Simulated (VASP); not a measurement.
# Ti3C in VASP: a series of runs

Runs on Ti3C. Level: PBE. Tasks: single point, relaxation of the atoms.

Program: VASP 6.6.1. These are calculated values, not measurements. Logs are shortened: lines on timing, memory, paths and dates and some standing lists are left out, and cuts for length are marked.

**1. The cell of the first run**

The cell holds a slab with vacuum, 4 atoms: a = 2.908 Å, b = 2.908 Å, c = 19.306 Å, α = 90.00°, β = 90.00°, γ = 90.00°.

**2. Single point, PBE**

INCAR

```
ALGO = Normal ; DIPOL = 0.5 0.5 0.346
EDIFF = 1E-6 ; ENCUT = 520
GGA = PE ; IDIPOL = 3
ISIF = 2 ; ISMEAR = 0
LASPH = True ; LCHARG = False
LDIPOL = True ; LREAL = False
LWAVE = False ; NBANDS = 28
NELM = 60 ; PREC = Accurate
SIGMA = 0.1
```

KPOINTS

```
k-points
0
Gamma
  9 9 1
```

POSCAR

```
Ti3C
1.0
    2.9075446952      0.0000000000      0.0000000000
    0.0000000000      2.9075446952      0.0000000000
    0.0000000000      0.0000000000     19.3059824261
Ti C
3 1
Direct
    0.5000000000      0.5000000000      0.2071896634
    0.0000000000      0.0000000000      0.3057583540
    0.5000000000      0.5000000000      0.4043297178
    0.5000000000      1.0000000000      0.4683621268
```

Potentials or basis: VASP PAW PBE potentials, release 64 (Ti_sv, C).

Run with:

```sh
> cat potpaw_PBE.64/Ti_sv/POTCAR potpaw_PBE.64/C/POTCAR > POTCAR
> mpirun -np 1 vasp_std > vasp.out
```

OUTCAR:

```text
EDIFF = 1E-6
   ENCUT = 520
   GGA = PE
   ISIF = 2
   ISMEAR = 0
   LASPH = True
   LREAL = False
   NELM = 60
   PREC = Accurate

 ion  position               nearest neighbor table
   1  0.500  0.500  0.207-   2 2.80   2 2.80   2 2.80   2 2.80
   2  0.000  0.000  0.306-   1 2.80   1 2.80   1 2.80   1 2.80   3 2.80   3 2.80   3 2.80   3 2.80

   3  0.500  0.500  0.404-   4 1.91   4 1.91   2 2.80   2 2.80   2 2.80   2 2.80
   4  0.500  0.000  0.468-   3 1.91   3 1.91

  LATTYP: Found a simple tetragonal cell.
 ALAT       =     2.9075446952
 C/A-ratio  =     6.6399606713

  Lattice vectors:

 A1 = (   2.9075446952,   0.0000000000,   0.0000000000)
 A2 = (   0.0000000000,   2.9075446952,   0.0000000000)
 A3 = (   0.0000000000,   0.0000000000,  19.3059824261)

Analysis of symmetry for initial positions (statically):
=====================================================================
 Subroutine PRICEL returns:
 Original cell was already a primitive cell.

 Routine SETGRP: Setting up the symmetry group for a
 simple tetragonal supercell.

 Subroutine GETGRP returns: Found  4 space group operations
 (whereof  4 operations were pure point group operations)
 out of a pool of 16 trial point group operations.

The static configuration has the point symmetry C_2v.

Analysis of symmetry for dynamics (positions and initial velocities):
=====================================================================
 Subroutine PRICEL returns:
 Original cell was already a primitive cell.

 Routine SETGRP: Setting up the symmetry group for a
 simple tetragonal supercell.

 Subroutine GETGRP returns: Found  4 space group operations
 (whereof  4 operations were pure point group operations)
 out of a pool of 16 trial point group operations.

The dynamic configuration has the point symmetry C_2v.

 Subroutine INISYM returns: Found  4 space group operations
 (whereof  4 operations are pure point group operations),
 and found     1 'primitive' translations

----------------------------------------------------------------------------------------

                                     Primitive cell

  volume of cell :     163.2092

  direct lattice vectors                    reciprocal lattice vectors
     2.907544695  0.000000000  0.000000000     0.343932804  0.000000000  0.000000000
     0.000000000  2.907544695  0.000000000     0.000000000  0.343932804  0.000000000
     0.000000000  0.000000000 19.305982426     0.000000000  0.000000000  0.051797416

  length of vectors
     2.907544695  2.907544695 19.305982426     0.343932804  0.343932804  0.051797416

  position of ions in fractional coordinates (direct lattice)
     0.500000000  0.500000000  0.207189663
     0.000000000  0.000000000  0.305758354
     0.500000000  0.500000000  0.404329718
     0.500000000  0.000000000  0.468362127

  ion indices of the primitive-cell ions
   primitive index   ion index
                 1           1
                 2           2
                 3           3
                 4           4

----------------------------------------------------------------------------------------

 KPOINTS: k-points

Automatic generation of k-mesh.
 Grid dimensions read from file:
 generate k-points for:    9    9    1

 Generating k-lattice:

  Cartesian coordinates                     Fractional coordinates (reciprocal lattice)
     0.038214756  0.000000000  0.000000000     0.111111111  0.000000000  0.000000000
     0.000000000  0.038214756  0.000000000     0.000000000  0.111111111  0.000000000
     0.000000000  0.000000000  0.051797416     0.000000000  0.000000000  1.000000000

  Length of vectors
     0.038214756  0.038214756  0.051797416

  Shift w.r.t. Gamma in fractional coordinates (k-lattice)
     0.000000000  0.000000000  0.000000000

 Subroutine IBZKPT returns following result:
 ===========================================

 Found     25 irreducible k-points:

 Following reciprocal coordinates:
            Coordinates               Weight
  0.000000  0.000000  0.000000      1.000000
  0.111111  0.000000  0.000000      2.000000
  0.000000  0.111111  0.000000      2.000000
  0.222222  0.000000  0.000000      2.000000
  0.000000  0.222222  0.000000      2.000000
  0.333333  0.000000  0.000000      2.000000
[... 16 lines left out ...]
  0.444444  0.333333  0.000000      4.000000
 -0.333333  0.444444  0.000000      4.000000
   k-points           NKPTS =     25   k-points in BZ     NKDIM =     25   number of bands    NBANDS=     28
   number of dos      NEDOS =    301   number of ions     NIONS =      4
   total plane-waves  NPLWV =  82944
   dimension x,y,z NGX =    24 NGY =   24 NGZ =  144
   dimension x,y,z NGXF=    48 NGYF=   48 NGZF=  288
   ions per type =               3   1
   NGX,Y,Z   is equivalent  to a cutoff of  13.72, 13.72, 12.40 a.u.
   NGXF,Y,Z  is equivalent  to a cutoff of  27.45, 27.45, 24.80 a.u.
 SYSTEM =  unknown system
   PREC   = accura    normal or accurate (medium, high low for compatibility)
   ISTART =      0    job   : 0-new  1-cont  2-samecut
   ICHARG =      2    charge: 1-file 2-atom 10-const
   ISPIN  =      1    spin polarized calculation?
   LNONCOLLINEAR =      F non collinear calculations
   LSORBIT =      F    spin-orbit coupling
   LASPH  =      T    aspherical Exc in radial PAW
   ENCUT  =  520.0 eV  38.22 Ry    6.18 a.u.   5.41  5.41 35.90*2*pi/ulx,y,z
   NELM   =     60;   NELMIN=  2; NELMDL= -5     # of ELM steps
   EDIFF  = 0.1E-05   stopping-criterion for ELM
   LREAL  =      F    real-space projection
   EDIFFG = 0.1E-04   stopping-criterion for IOM
   NSW    =      0    number of steps for IOM
   IBRION =     -1    ionic relax: 0-MD 1-quasi-New 2-CG
   NFREE  =      0    steps in history (QN), initial steepest desc. (CG)
   ISIF   =      2    stress and relaxation
   ISYM   =      2    0-nonsym 1-usesym 2-fastsym
   POTIM  = 0.5000    time-step for ionic-motion
   TEBEG  =    0.0;   TEEND  =   0.0 temperature during run
   PSTRESS=    0.0 pullay stress
   NELECT =      40.0000    total number of electrons
   NUPDOWN=      -1.0000    fix difference up-down
   EMIN   =  10.00;   EMAX   =-10.00  energy-range for DOS
   EFERMI =   0.00;   METHOD = LEGACY
   ISMEAR =     0;   SIGMA  =   0.10  broadening in eV -4-tet -1-fermi 0-gaus
   EFERMI_NEDOS =   21; number of points for ismear=-14 and -15
   IALGO  =     38    algorithm
   IMIX   =      4    mixing-type and parameters
     AMIX     =   0.40;   BMIX     =  1.00
     AMIX_MAG =   1.60;   BMIX_MAG =  1.00
  volume/ion in A,a.u.               =      40.80       275.35
  Fermi-wavevector in a.u.,A,eV,Ry     =   1.024503  1.936030 14.280764  1.049607
  Thomas-Fermi vector in A             =   2.158294
   LORBIT       =      0    0 simple, 1 ext, 2 COOP (PROOUT), +10 PAW based schemes
   GGA     = PE    functional components
   LHFCALC =     F    Hartree Fock is set to
   AEXX    =    0.0000 exact exchange contribution
   IVDW    =     0    specifies the selected vdW correction
   LEPSILON=     F    determine dielectric tensor
   LRPA    =     F    only Hartree local field effects (RPA)
 non-spin polarized calculation
 Gauss-broadening in eV      SIGMA  =   0.10
  energy-cutoff  :      520.00
  volume of cell :      163.21
 maximum number of plane-waves:      4439
 NGX is ok and might be reduce to    24
   NGX = 11   NGY = 11   NGZ = 71

 number of electron      40.0000013 magnetization

 dipolmoment           0.000000      0.000000      0.123316 electrons x Angstroem

 Free energy of the ion-electron system (eV)
  ---------------------------------------------------
  ext. energy  EPLUGINS =         0.00000000
  ---------------------------------------------------
  free energy    TOTEN  =       -28.07694413 eV

  energy without entropy =      -28.04170628  energy(sigma->0) =      -28.05932521

 E-fermi :  -0.4624     XC(G=0):  -5.0852

 val. band max:       -0.4694018755   @ k =   0.0000   0.4444   0.0000
 cond. band min:      -0.4531716503   @ k =   0.0000   0.0000   0.0000
 fundamental gap:      0.0162302252
 Fermi energy:        -0.4623890809

 k-point     1 :       0.0000    0.0000    0.0000
  band No.  band energies     occupation
      1     -57.3051      2.00000
      2     -56.9057      2.00000
      3     -56.2952      2.00000
      4     -33.7086      2.00000
      5     -33.3655      2.00000
      6     -33.3200      2.00000
[... 20 lines left out ...]
     27       2.1743      0.00000
     28       2.3097      0.00000

 k-point     2 :       0.1111    0.0000    0.0000
  band No.  band energies     occupation
      1     -57.2993      2.00000
      2     -56.9012      2.00000
      3     -56.2910      2.00000
      4     -33.7024      2.00000
      5     -33.4224      2.00000
      6     -33.3138      2.00000
[... 20 lines left out ...]
     27       2.2139      0.00000
     28       2.3907      0.00000

 k-point     3 :       0.0000    0.1111    0.0000
  band No.  band energies     occupation
      1     -57.2993      2.00000
      2     -56.9012      2.00000
      3     -56.2903      2.00000
      4     -33.7021      2.00000
      5     -33.3809      2.00000
      6     -33.3595      2.00000
[... 20 lines left out ...]
     27       2.1405      0.00000
     28       2.2296      0.00000

 k-point     4 :       0.2222    0.0000    0.0000
  band No.  band energies     occupation
      1     -57.2845      2.00000
      2     -56.8898      2.00000
      3     -56.2804      2.00000
      4     -33.6912      2.00000
      5     -33.5448      2.00000
      6     -33.2978      2.00000
[... 578 lines left out ...]
     27       2.0656      0.00000
     28       2.6874      0.00000

 k-point    23 :       0.4444    0.3333    0.0000
  band No.  band energies     occupation
      1     -57.2268      2.00000
      2     -56.8379      2.00000
      3     -56.2247      2.00000
      4     -33.7018      2.00000
      5     -33.6261      2.00000
      6     -33.5470      2.00000
[... 20 lines left out ...]
     27       2.6955      0.00000
     28       3.0752      0.00000

 k-point    24 :      -0.3333    0.4444    0.0000
  band No.  band energies     occupation
      1     -57.2268      2.00000
      2     -56.8380      2.00000
      3     -56.2233      2.00000
      4     -33.6598      2.00000
      5     -33.6437      2.00000
      6     -33.5691      2.00000
[... 20 lines left out ...]
     27       1.9679      0.00000
     28       3.2034      0.00000

 [... further k-points ...]

------------------------ aborting loop because EDIFF is reached ----------------------------------------

 vacuum level on the upper side and lower side of the slab       (xc-potential included)         1.086        -1.492

  FORCE on cell =-STRESS in cart. coord.  units (eV):
  Direction    XX          YY          ZZ          XY          YZ          ZX
  --------------------------------------------------------------------------------------
  -------------------------------------------------------------------------------------
  Total        0.5553166      5.2063565      1.0722129      0.0000000      0.0000000      0.0000000
  in kB        5.4513811     51.1092818     10.5256010      0.0000000      0.0000000      0.0000000
  external PRESSURE =      22.3620880 kB  Pullay stress =       0.0000000 kB

 VOLUME and BASIS-vectors are now :
 -----------------------------------------------------------------------------
  energy-cutoff  :      520.00
  volume of cell :      163.21
      direct lattice vectors                 reciprocal lattice vectors
     2.907544695  0.000000000  0.000000000     0.343932804  0.000000000  0.000000000
     0.000000000  2.907544695  0.000000000     0.000000000  0.343932804  0.000000000
     0.000000000  0.000000000 19.305982426     0.000000000  0.000000000  0.051797416

 POSITION                                       TOTAL-FORCE (eV/Angst)
 -----------------------------------------------------------------------------------
      1.45377      1.45377      4.00000         0.000000      0.000000      0.415265
      0.00000      0.00000      5.90297         0.000000      0.000000     -1.383548
      1.45377      1.45377      7.80598         0.000000      0.000000      0.940893
      1.45377      0.00000      9.04219         0.000000      0.000000      0.027389
 -----------------------------------------------------------------------------------
    total drift:                                0.000000     -0.000000     -0.000346

  FREE ENERGIE OF THE ION-ELECTRON SYSTEM (eV)
  ---------------------------------------------------
  free  energy   TOTEN  =       -28.0769441332 eV

  energy  without entropy=      -28.0417062780  energy(sigma->0) =      -28.05932521

 vacuum level on the upper side and lower side of the slab         5.846         3.155
```

Run time: 1.9 min. Hardware: 1 thread of Intel Xeon Platinum 8559C (Emerald Rapids), shared host; peak memory 0.31 GiB.

What came out:

| Quantity | Value |
| --- | --- |
| Free energy | -28.0769 eV |
| Largest force | 1.384 eV/Å |
| Band gap on the k mesh | zero (bands 20 and 21 overlap by 0.39 eV) |

Forces in eV/Å, atoms in the order of the input:
```
Ti   0.000  0.000  0.415
Ti   0.000  0.000 -1.384
Ti   0.000  0.000  0.941
C    0.000  0.000  0.027
```

Levels at points of the mesh, in eV from the Fermi level:
| k point | band 16 | band 17 | band 18 | band 19 | band 20 | band 21 | band 22 | band 23 | band 24 | band 25 |
| --- | --- | --- | --- | --- | --- | --- | --- | --- | --- | --- |
| (0.00, 0.00, 0.00) | -2.77 | -1.72 | -0.96 | -0.93 | 0.01 | 0.48 | 0.84 | 1.33 | 1.39 | 2.39 |

**3. Relaxation of the atoms, PBE**

INCAR

```
ALGO = Normal ; DIPOL = 0.5 0.5 0.348
EDIFF = 1E-7 ; EDIFFG = -0.025
ENCUT = 520 ; GGA = PE
IBRION = 2 ; IDIPOL = 3
ISIF = 2 ; ISMEAR = 0
LASPH = T ; LCHARG = F
LDIPOL = T ; LREAL = F
LWAVE = F ; NELM = 80
NSW = 36 ; PREC = Accurate
SIGMA = 0.1
```

KPOINTS is that of step 2.

POSCAR

```
Ti3C
1.0
    2.9075446952      0.0000000000      0.0000000000
    0.0000000000      2.9075446952      0.0000000000
    0.0000000000      0.0000000000     19.3059824261
Ti C
3 1
Selective dynamics
Direct
    0.5000000000      0.5000000000      0.2071896634  F F F
    0.0000000000      0.0000000000      0.3057583540  F F F
    0.5000000000      0.5000000000      0.4043297178  F F F
    0.5000000000      1.0000000000      0.4747742033  F F T
```

Potentials or basis: VASP PAW PBE potentials, release 64 (Ti_sv, C).

Run with:

```sh
> cat potpaw_PBE.64/Ti_sv/POTCAR potpaw_PBE.64/C/POTCAR > POTCAR
> mpirun -np 1 vasp_std > vasp.out
```

Wall time 15 min (1 thread of Oxide Virtual Turin-like, shared host); peak memory 0.29 GiB.

The run converged. Its results:

```
Free energy               : -28.0770 eV
Energy gained by relaxing : 19.5 meV/atom
Ionic steps               : 3
Band gap on the k mesh    : zero (bands 20 and 21 overlap by 0.39 eV)
```

Step by step:
```csv
step,energy change (eV),largest force on free atoms (eV/Å),pressure (GPa)
1,0.0000,1.2983,0.62
2,-0.0600,0.6177,1.40
3,-0.0781,0.0188,2.17
```

Final structure:
```yaml
crystal:
  lattice:
    - [2.90754, 0.00000, 0.00000]
    - [0.00000, 2.90754, 0.00000]
    - [0.00000, 0.00000, 19.30598]
  atoms:
    - { symbol: Ti, position: [0.50000, 0.50000, 0.20719] }
    - { symbol: Ti, position: [0.00000, 0.00000, 0.30576] }
    - { symbol: Ti, position: [0.50000, 0.50000, 0.40433] }
    - { symbol: C, position: [0.50000, 0.00000, 0.46859] }
```

Levels at points of the mesh, in eV from the Fermi level:
| k point | band 16 | band 17 | band 18 | band 19 | band 20 | band 21 | band 22 | band 23 | band 24 |
| --- | --- | --- | --- | --- | --- | --- | --- | --- | --- |
| (0.00, 0.00, 0.00) | -2.77 | -1.71 | -0.96 | -0.91 | 0.01 | 0.48 | 0.84 | 1.33 | 1.39 |

The gap in the log of VASP goes by the Fermi energy; the results here count the filled bands.